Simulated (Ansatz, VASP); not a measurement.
WS2 in VASP and in Ansatz

```
W S
1.0
     3.14616    0.00000    0.00000
    -1.57308    2.72466    0.00000
     0.00000    0.00000   12.69390
W S
2 4
Direct
  0.33333 0.66667 0.25000
  0.66667 0.33333 0.75000
  0.33333 0.66667 0.62650
  0.66667 0.33333 0.12650
  0.33333 0.66667 0.87350
  0.66667 0.33333 0.37350
```

Alike in both runs: functional PBEsol; k mesh 12 × 12 × 4; occupations gaussian, width 0.02 eV; no spin polarisation.

Ansatz relaxed the structure, and its values are those at the end. VASP's run is a single point on that final structure, the one shown.

|  | VASP | Ansatz |
| --- | --- | --- |
| version | VASP 6.6.1 | Ansatz 0.2.0 |
| potentials or method | VASP PAW PBE potentials, release 64 (W_sv, S), cutoff 520 eV | scalar-relativistic, plane waves, PAW |
| valence electrons in the cell | 52 | 52 |

|  | VASP | Ansatz | Ansatz less VASP |
| --- | --- | --- | --- |
| gap on the k mesh at the Fermi level (eV) | 1.11 | 1.10 | -0.015 |
| least direct gap on the mesh (eV) | 1.87 | 1.86 | -0.004 |
| pressure (GPa) | 0.1 | 0.0 | -0.12 |
| rms of the force components (eV/Å) | 0.009 | 0.001 | -0.0084 |

VASP's potentials were made for PBE, not for PBEsol. With one functional, cell and mesh, what is left measures potentials, basis and numerics.

Neither program's run includes spin-orbit coupling.
